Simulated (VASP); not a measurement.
Wanted: the native input for a VASP 6.6.1 run.

```
Task                   : relaxation of cell and atoms
Functional             : PBEsol
Potentials or basis    : VASP PAW PBE potentials, release 64 (Si, C)
Cutoff                 : 600 eV
k mesh                 : 10 × 10 × 10
Occupations            : gaussian, width 0.02 eV
Spin                   : no spin polarisation
Dipole correction      : no
Further INCAR settings : ALGO = Normal; EDIFF = 1e-07; IBRION = 2; EDIFFG = -0.002; NSW = 100; ISIF = 3
```

The structure of SiC (fa.b) lies in POSCAR:

```
SiC
1.0
    0.0000000000      2.1800000000      2.1800000000
    2.1800000000      0.0000000000      2.1800000000
    2.1800000000      2.1800000000      0.0000000000
Si C
1 1
Direct
    0.0000000000      0.0000000000      0.0000000000
    0.2500000000      0.2500000000      0.2500000000
```

These files were run (other wordings do the same):

INCAR

```
SYSTEM = SiC
ALGO = Normal
EDIFF = 1E-7
EDIFFG = -0.002
ENCUT = 600
GGA = PS
GGA_COMPAT = .False.
IBRION = 2
ISIF = 3
ISMEAR = 0
LASPH = .True.
LCHARG = .False.
LREAL = .False.
LWAVE = .False.
NELM = 120
NELMIN = 4
NSW = 100
PREC = Accurate
SIGMA = 0.02
```

KPOINTS

```
k-points
0
Gamma
  10 10 10
  0 0 0
```

Potentials or basis: VASP PAW PBE potentials, release 64 (Si, C).

The run is started by

```console
$ cat potpaw_PBE.64/Si/POTCAR potpaw_PBE.64/C/POTCAR > POTCAR
$ mpirun -np 1 vasp_std > vasp.out
```

It gave:

```yaml
Relaxed_volume: 10.35 Å³/atom
Relaxed_cell: a = 3.082 Å, b = 3.082 Å, c = 3.082 Å, α = 60.00°, β = 60.00°, γ = 60.00°
Space_group_after_relaxing_to_0.05_Å: F-43m (No. 216)
Energy_gained_by_relaxing: 0.0 meV/atom
Ionic_steps: 3
Pressure_after_relaxing: 0.0 GPa
Band_gap_on_the_k_mesh: 1.23 eV, indirect (least direct gap 4.44 eV)
```

Caveat: the PAW data sets were made with another functional, which shifts forces and pressure a little.

It took 19 s on 1 thread of Intel(R) Xeon(R) Platinum 8488C (Sapphire Rapids), with other jobs on the host, peak memory 0.15 GiB.
